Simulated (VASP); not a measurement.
# Re in VASP: further runs

Runs on Re. Level: r2SCAN. Tasks: single point.

All numbers are computed with VASP 6.6.1; they aren't measurements. Logs are shortened: lines on timing, memory, paths and dates and some standing lists are left out, and cuts for length are marked.

## (1) The cell of the first run

Symmetry: P6_3/mmc, No. 194, hexagonal system. The conventional cell has a = 2.761 Å, b = 2.761 Å, c = 4.458 Å, α = 90.00°, β = 90.00°, γ = 120.00°. Within 3.6 Å of Re (site symmetry -6m2) lie 12 Re at 2.74 to 2.76 Å.

## (2) Single point, r2SCAN

The input, POSCAR:

```
Re
1.0
    2.7608000000      0.0000000000      0.0000000000
   -1.3804000000      2.3909229300      0.0000000000
    0.0000000000      0.0000000000      4.4582000000
Re
2
Direct
    0.3333333333      0.6666666667      0.2500000000
    0.6666666667      0.3333333333      0.7500000000
```

The input, INCAR.step1:

```
SYSTEM = Re
  ALGO = Normal
  EDIFF = 1E-5
  ENCUT = 660
  GGA = PE
  GGA_COMPAT = .False.
  ISMEAR = 0
  LASPH = .True.
  LCHARG = .False.
  LREAL = .False.
  LWAVE = .True.
  NBANDS = 14
  NELM = 120
  PREC = Accurate
  SIGMA = 0.01
```

The input, INCAR.step2:

```
SYSTEM = Re
  ALGO = Normal
  EDIFF = 1E-6
  ENCUT = 660
  GGA_COMPAT = .False.
  ISIF = 2
  ISMEAR = 0
  ISTART = 1
  LASPH = .True.
  LCHARG = .False.
  LMIXTAU = .True.
  LREAL = .False.
  LWAVE = .False.
  METAGGA = R2SCAN
  NBANDS = 14
  NELM = 120
  PREC = Accurate
  SIGMA = 0.01
```

The input, KPOINTS:

```
Automatic mesh
0
Gamma
  7 7 4
  0 0 0.5
```

Potentials or basis: VASP PAW PBE potentials, release 64 (Re).

The run is started by

```bash
$ cat potpaw_PBE.64/Re/POTCAR > POTCAR
$ cp INCAR.step1 INCAR
$ mpirun -np 1 vasp_std > vasp.out
$ cp INCAR.step2 INCAR
$ mpirun -np 1 vasp_std > vasp.out
```

OUTCAR:

```text
SYSTEM = Re
   EDIFF = 1E-6
   ENCUT = 660
   ISIF = 2
   ISMEAR = 0
   ISTART = 1
   LASPH = .True.
   LREAL = .False.
   METAGGA = R2SCAN
   NELM = 120
   PREC = Accurate

 ion  position               nearest neighbor table
   1  0.333  0.667  0.250-   2 2.74   2 2.74   2 2.74   2 2.74   2 2.74   2 2.74
   2  0.667  0.333  0.750-   1 2.74   1 2.74   1 2.74   1 2.74   1 2.74   1 2.74

  LATTYP: Found a hexagonal cell.
 ALAT       =     2.7608000000
 C/A-ratio  =     1.6148217908

  Lattice vectors:

 A1 = (   2.7608000000,   0.0000000000,   0.0000000000)
 A2 = (  -1.3804000000,   2.3909229300,   0.0000000000)
 A3 = (   0.0000000000,   0.0000000000,   4.4582000000)

Analysis of symmetry for initial positions (statically):
=====================================================================
 Subroutine PRICEL returns:
 Original cell was already a primitive cell.

 Routine SETGRP: Setting up the symmetry group for a
 hexagonal supercell.

 Subroutine GETGRP returns: Found 24 space group operations
 (whereof 12 operations were pure point group operations)
 out of a pool of 24 trial point group operations.

The static configuration has the point symmetry D_3d.
 The point group associated with its full space group is D_6h.

Analysis of symmetry for dynamics (positions and initial velocities):
=====================================================================
 Subroutine PRICEL returns:
 Original cell was already a primitive cell.

 Routine SETGRP: Setting up the symmetry group for a
 hexagonal supercell.

 Subroutine GETGRP returns: Found 24 space group operations
 (whereof 12 operations were pure point group operations)
 out of a pool of 24 trial point group operations.

The dynamic configuration has the point symmetry D_3d.
 The point group associated with its full space group is D_6h.

 Subroutine INISYM returns: Found 24 space group operations
 (whereof 12 operations are pure point group operations),
 and found     1 'primitive' translations

----------------------------------------------------------------------------------------

                                     Primitive cell

  volume of cell :      29.4280

  direct lattice vectors                    reciprocal lattice vectors
     2.760800000  0.000000000  0.000000000     0.362213851  0.209124265  0.000000000
    -1.380400000  2.390922930  0.000000000     0.000000000  0.418248530  0.000000000
     0.000000000  0.000000000  4.458200000     0.000000000  0.000000000  0.224305774

  length of vectors
     2.760800000  2.760799996  4.458200000     0.418248529  0.418248530  0.224305774

  position of ions in fractional coordinates (direct lattice)
     0.333333333  0.666666667  0.250000000
     0.666666667  0.333333333  0.750000000

  ion indices of the primitive-cell ions
   primitive index   ion index
                 1           1
                 2           2

----------------------------------------------------------------------------------------

 KPOINTS: Automatic mesh

Automatic generation of k-mesh.
 Grid dimensions read from file:
 generate k-points for:    7    7    4

 Generating k-lattice:

  Cartesian coordinates                     Fractional coordinates (reciprocal lattice)
     0.051744836  0.029874895  0.000000000     0.142857143  0.000000000  0.000000000
     0.000000000  0.059749790  0.000000000     0.000000000  0.142857143  0.000000000
     0.000000000  0.000000000  0.056076443     0.000000000  0.000000000  0.250000000

  Length of vectors
     0.059749790  0.059749790  0.056076443

  Shift w.r.t. Gamma in fractional coordinates (k-lattice)
     0.000000000  0.000000000  0.500000000

 Subroutine IBZKPT returns following result:
 ===========================================

 Found     16 irreducible k-points:

 Following reciprocal coordinates:
            Coordinates               Weight
  0.000000  0.000000  0.125000      2.000000
  0.142857  0.000000  0.125000     12.000000
  0.285714  0.000000  0.125000     12.000000
  0.428571  0.000000  0.125000     12.000000
  0.142857  0.142857  0.125000     12.000000
  0.285714  0.142857  0.125000     24.000000
[... 8 lines left out ...]
  0.428571  0.142857  0.375000     12.000000
  0.285714  0.285714  0.375000     12.000000
   k-points           NKPTS =     16   k-points in BZ     NKDIM =     16   number of bands    NBANDS=     14
   number of dos      NEDOS =    301   number of ions     NIONS =      2
   total plane-waves  NPLWV =  23040
   dimension x,y,z NGX =    24 NGY =   24 NGZ =   40
   dimension x,y,z NGXF=    48 NGYF=   48 NGZF=   80
   ions per type =               2
   NGX,Y,Z   is equivalent  to a cutoff of  14.45, 14.45, 14.92 a.u.
   NGXF,Y,Z  is equivalent  to a cutoff of  28.90, 28.90, 29.83 a.u.
 SYSTEM =  Re
   PREC   = accura    normal or accurate (medium, high low for compatibility)
   ISTART =      1    job   : 0-new  1-cont  2-samecut
   ICHARG =      0    charge: 1-file 2-atom 10-const
   ISPIN  =      1    spin polarized calculation?
   LNONCOLLINEAR =      F non collinear calculations
   LSORBIT =      F    spin-orbit coupling
   LASPH  =      T    aspherical Exc in radial PAW
   ENCUT  =  660.0 eV  48.51 Ry    6.96 a.u.   5.78  5.78  9.34*2*pi/ulx,y,z
   NELM   =    120;   NELMIN=  2; NELMDL=  0     # of ELM steps
   EDIFF  = 0.1E-05   stopping-criterion for ELM
   LREAL  =      F    real-space projection
[... 7 lines left out ...]
   TEBEG  =    0.0;   TEEND  =   0.0 temperature during run
   PSTRESS=    0.0 pullay stress
   NELECT =      14.0000    total number of electrons
   NUPDOWN=      -1.0000    fix difference up-down
   EMIN   =  10.00;   EMAX   =-10.00  energy-range for DOS
   EFERMI =   0.00;   METHOD = LEGACY
   ISMEAR =     0;   SIGMA  =   0.01  broadening in eV -4-tet -1-fermi 0-gaus
   EFERMI_NEDOS =   21; number of points for ismear=-14 and -15
   IALGO  =     38    algorithm
   IMIX   =      4    mixing-type and parameters
     AMIX     =   0.40;   BMIX     =  1.00
     AMIX_MAG =   1.60;   BMIX_MAG =  1.00
  volume/ion in A,a.u.               =      14.71        99.29
  Fermi-wavevector in a.u.,A,eV,Ry     =   1.278000  2.415070 22.222174  1.633284
  Thomas-Fermi vector in A             =   2.410568
   LORBIT       =      0    0 simple, 1 ext, 2 COOP (PROOUT), +10 PAW based schemes
   METAGGA = R2SCAN    functional components
   LHFCALC =     F    Hartree Fock is set to
   AEXX    =    0.0000 exact exchange contribution
   IVDW    =     0    specifies the selected vdW correction
   LEPSILON=     F    determine dielectric tensor
   LRPA    =     F    only Hartree local field effects (RPA)
 non-spin polarized calculation
 Gauss-broadening in eV      SIGMA  =   0.01
  energy-cutoff  :      660.00
  volume of cell :       29.43
 maximum number of plane-waves:      1142
 NGX is ok and might be reduce to    24
   NGX = 11   NGY = 11   NGZ = 19

 number of electron      14.0000000 magnetization

 Free energy of the ion-electron system (eV)
  ---------------------------------------------------
  ext. energy  EPLUGINS =         0.00000000
  ---------------------------------------------------
  free energy    TOTEN  =      -104.94951691 eV

  energy without entropy =     -104.94930058  energy(sigma->0) =     -104.94940875

 E-fermi :   7.4403     XC(G=0): -14.9926

 val. band max:        7.4334249089   @ k =   0.1429   0.0000   0.1250
 cond. band min:       7.6972662739   @ k =   0.0000   0.0000   0.1250
 fundamental gap:      0.2638413650
 Fermi energy:         7.4402656124

 k-point     1 :       0.0000    0.0000    0.1250
  band No.  band energies     occupation
      1      -2.4661      2.00000
      2       0.7613      2.00000
      3       5.9209      2.00000
      4       5.9649      2.00000
      5       5.9649      2.00000
      6       6.8020      2.00000
      7       6.8020      2.00000
      8       7.6973      0.00000
      9       8.1647      0.00000
     10       8.1647      0.00000
     11      11.2104      0.00000
     12      11.2104      0.00000
     13      19.0240      0.00000
     14      22.1055      0.00000

 k-point     2 :       0.1429    0.0000    0.1250
  band No.  band energies     occupation
      1      -1.6383      2.00000
      2       1.5264      2.00000
      3       4.9838      2.00000
      4       5.5145      2.00000
      5       6.2168      2.00000
      6       6.6088      2.00000
      7       6.9464      2.00000
      8       7.4334      1.66667
      9       7.8465      0.00000
     10       7.9926      0.00000
     11      11.5130      0.00000
     12      13.2961      0.00000
     13      18.9884      0.00000
     14      23.8117      0.00000

 k-point     3 :       0.2857    0.0000    0.1250
  band No.  band energies     occupation
      1       0.2201      2.00000
      2       2.2636      2.00000
      3       3.5827      2.00000
      4       4.6088      2.00000
      5       5.6613      2.00000
      6       6.4644      2.00000
      7       6.9074      2.00000
      8       9.0292      0.00000
      9       9.0385      0.00000
     10       9.4954      0.00000
     11      11.8837      0.00000
     12      15.8339      0.00000
     13      18.9018      0.00000
     14      22.6308      0.00000
[... 188 lines left out ...]
 k-point    15 :       0.4286    0.1429    0.3750
  band No.  band energies     occupation
      1       1.3760      2.00000
      2       2.1693      2.00000
      3       3.3370      2.00000
      4       4.2239      2.00000
      5       5.3635      2.00000
      6       7.2323      2.00000
      7       8.1345      0.00000
      8       9.1430      0.00000
      9      11.2430      0.00000
     10      11.9941      0.00000
     11      14.1021      0.00000
     12      15.0032      0.00000
     13      18.7720      0.00000
     14      18.9957      0.00000

 k-point    16 :       0.2857    0.2857    0.3750
  band No.  band energies     occupation
      1       2.5295      2.00000
      2       2.6288      2.00000
      3       3.9130      2.00000
      4       4.1413      2.00000
      5       5.0728      2.00000
      6       5.6578      2.00000
      7       7.3054      2.00000
      8       8.4462      0.00000
      9      10.9448      0.00000
     10      11.8811      0.00000
     11      15.4255      0.00000
     12      16.5002      0.00000
     13      18.6925      0.00000
     14      19.6697      0.00000

------------------------ aborting loop because EDIFF is reached ----------------------------------------

  FORCE on cell =-STRESS in cart. coord.  units (eV):
  Direction    XX          YY          ZZ          XY          YZ          ZX
  --------------------------------------------------------------------------------------
  -------------------------------------------------------------------------------------
  Total       -0.1102599     -0.1102599      0.0369937     -0.0000000      0.0000000      0.0000000
  in kB       -6.0029993     -6.0029993      2.0140846     -0.0000000      0.0000000      0.0000000
  external PRESSURE =      -3.3306380 kB  Pullay stress =       0.0000000 kB

 VOLUME and BASIS-vectors are now :
 -----------------------------------------------------------------------------
  energy-cutoff  :      660.00
  volume of cell :       29.43
      direct lattice vectors                 reciprocal lattice vectors
     2.760800000  0.000000000  0.000000000     0.362213851  0.209124265  0.000000000
    -1.380400000  2.390922930  0.000000000     0.000000000  0.418248530  0.000000000
     0.000000000  0.000000000  4.458200000     0.000000000  0.000000000  0.224305774

 POSITION                                       TOTAL-FORCE (eV/Angst)
 -----------------------------------------------------------------------------------
     -0.00000      1.59395      1.11455        -0.000000      0.000000      0.000000
      1.38040      0.79697      3.34365         0.000000     -0.000000      0.000000
 -----------------------------------------------------------------------------------
    total drift:                               -0.000000      0.000000     -0.000000

  FREE ENERGIE OF THE ION-ELECTRON SYSTEM (eV)
  ---------------------------------------------------
  free  energy   TOTEN  =      -104.9495169123 eV

  energy  without entropy=     -104.9493005801  energy(sigma->0) =     -104.94940875
```

It took 82 s on 1 thread of Intel Xeon 8259CL, shared host; peak memory 0.17 GiB.

Results:

| Property | Result |
| --- | --- |
| Free energy | -104.9495 eV |
| Pressure | -0.3 GPa |
| Band gap on the k mesh | zero (bands 7 and 8 overlap by 2.52 eV) |

Stress tensor (GPa, compression positive):
```
-0.60  0.00  0.00
 0.00 -0.60  0.00
 0.00  0.00  0.20
```

Caveat: the k points lie up to 0.38 Å⁻¹ apart, too coarse for converged energies and pressures of a metal; the PAW data sets were made with another functional, which shifts forces and pressure a little; spin-orbit coupling is left out, which moves the levels of the heavy elements.

## (3) Single point, r2SCAN

Changes to POSCAR since step 2:

```diff
@@ -8,3 +8,3 @@
 Direct
-    0.3333333333      0.6666666667      0.2500000000
+    0.3333333333      0.6666666667      0.2275694226
     0.6666666667      0.3333333333      0.7500000000
```

The input, INCAR.step1:

```
PREC = Accurate
ENCUT = 660
ISMEAR = 0
SIGMA = 0.01
LREAL = False
LASPH = True
NELM = 120
NBANDS = 14
GGA = PE
ALGO = Normal
EDIFF = 1E-5
LWAVE = True
LCHARG = False
GGA_COMPAT = False
```

The input, INCAR.step2:

```
PREC = Accurate
ENCUT = 660
EDIFF = 1E-6
ISMEAR = 0
SIGMA = 0.01
LREAL = False
LASPH = True
NELM = 120
ALGO = Normal
ISIF = 2
LWAVE = False
LCHARG = False
METAGGA = R2SCAN
LMIXTAU = True
NBANDS = 14
ISTART = 1
GGA_COMPAT = False
```

KPOINTS is that of step 2.

Potentials or basis: VASP PAW PBE potentials, release 64 (Re).

The run is started by

```bash
$ cat potpaw_PBE.64/Re/POTCAR > POTCAR
$ cp INCAR.step1 INCAR
$ mpirun -np 1 vasp_std > vasp.out
$ cp INCAR.step2 INCAR
$ mpirun -np 1 vasp_std > vasp.out
```

Wall time 71 s (1 thread of Intel Xeon 8259CL, shared host); peak memory 0.17 GiB.

Results (log left out):

| Item | Value |
| --- | --- |
| Free energy | -104.9374 eV |
| Pressure | 1.4 GPa |
| Largest force | 0.434 eV/Å |
| Band gap on the k mesh | zero (bands 7 and 8 overlap by 2.67 eV) |

Forces in eV/Å, atoms in the order of the input:
```
Re   0.000  0.000  0.434
Re   0.000  0.000 -0.434
```

Stress tensor (GPa, compression positive):
```
0.33 0.00 0.00
0.00 0.33 0.00
0.00 0.00 3.47
```

Levels at points of the mesh, in eV from the Fermi level:
```csv
k point,band 4,band 5,band 6,band 7,band 8,band 9,band 10,band 11
"(0.00, 0.00, 0.12)",-1.51,-1.51,-0.74,-0.74,0.40,0.82,0.82,3.83
```

Caveat: the k points lie up to 0.38 Å⁻¹ apart, too coarse for converged energies and pressures of a metal; the PAW data sets were made with another functional, which shifts forces and pressure a little; spin-orbit coupling is left out, which moves the levels of the heavy elements.

(Part 1 of 2 ends here.)
